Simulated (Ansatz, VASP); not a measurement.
Given: the input of a run of VASP 6.6.1 on GaN.

INCAR

```
  ALGO = Normal
  EDIFF = 1E-6
  ENCUT = 520
  GGA = RP
  ISIF = 2
  ISMEAR = -1
  IVDW = 13
  LASPH = True
  LCHARG = True
  LELF = True
  LREAL = False
  LVHAR = True
  LWAVE = False
  NBANDS = 26
  NELM = 60
  PREC = Accurate
  SIGMA = 0.05
```

The input KPOINTS:

```
k-points
0
Gamma
  10 10 5
```

Contents of POSCAR:

```
GaN
1.0
    3.2010602164      0.0000000000      0.0000000000
   -1.6005301082      2.7721994664      0.0000000000
    0.0000000000      0.0000000000      5.2002129176
Ga N
2 2
Direct
    0.6666666667      0.3333333333      0.5000000000
    0.3333333333      0.6666666667      0.0000000000
    0.6666666667      0.3333333333      0.8750000000
    0.3333333333      0.6666666667      0.3750000000
```

Potentials or basis: VASP PAW PBE potentials, release 64 (Ga_d, N).

Run with:

```bash
$ cat potpaw_PBE.64/Ga_d/POTCAR potpaw_PBE.64/N/POTCAR > POTCAR
$ mpirun -np 1 vasp_std > vasp.out
```

Q: Set up the same calculation for Ansatz 0.2.0. Potentials there: Ansatz PAW.

A: As run (the cutoff follows the program's own potentials):

Contents of input.yaml:

```yaml
crystal:
  lattice:
    - [3.2010602164, 0.0, 0.0]
    - [-1.6005301082, 2.7721994664, 0.0]
    - [0.0, 0.0, 5.2002129176]
  atoms:
    - { symbol: Ga, position: [0.6666666667, 0.3333333333, 0.5] }
    - { symbol: Ga, position: [0.3333333333, 0.6666666667, 0.0] }
    - { symbol: "N", position: [0.6666666667, 0.3333333333, 0.875] }
    - { symbol: "N", position: [0.3333333333, 0.6666666667, 0.375] }
hamiltonian:
  xc: rpbe
  pseudopotentials: { kind: paw }
  dispersion: d4
kpoints:
  mp_grid: { grid: [10, 10, 5] }
scf:
  occupations: { method: fermi_dirac, width: 0.05 }
output:
  forces: true
  stress: true
  eigenvalues: true
```

Potentials or basis: Ansatz PAW.

Launch:

```sh
$ ansatz run input.yaml --threads 2 --pin off --max-ram 5120MiB --backend cpu --events-out ev --progress --plain --runs-dir out
```

Both were run:

|  | VASP | Ansatz | Ansatz less VASP |
| --- | --- | --- | --- |
| gap on the k mesh at the Fermi level (eV) | 1.89 | 1.88 | -0.016 |
| least direct gap on the mesh (eV) | 1.89 | 1.88 | -0.016 |
| pressure (GPa) | -4.5 | -4.5 | +0.02 |
| traceless stress, the component that is largest in VASP (GPa) | 1.41 | 1.40 | -0.014 |
| rms of the force components (eV/Å) | 0.069 | 0.072 | +0.0035 |

VASP's potentials were made for PBE, not for RPBE. Atom by atom the forces differ by 0.003 eV/Å (rms over components).

Noted on Ansatz's run: odd divisions of the mesh miss points on the zone boundary, where band edges often lie, so the gap on the mesh can be too wide.
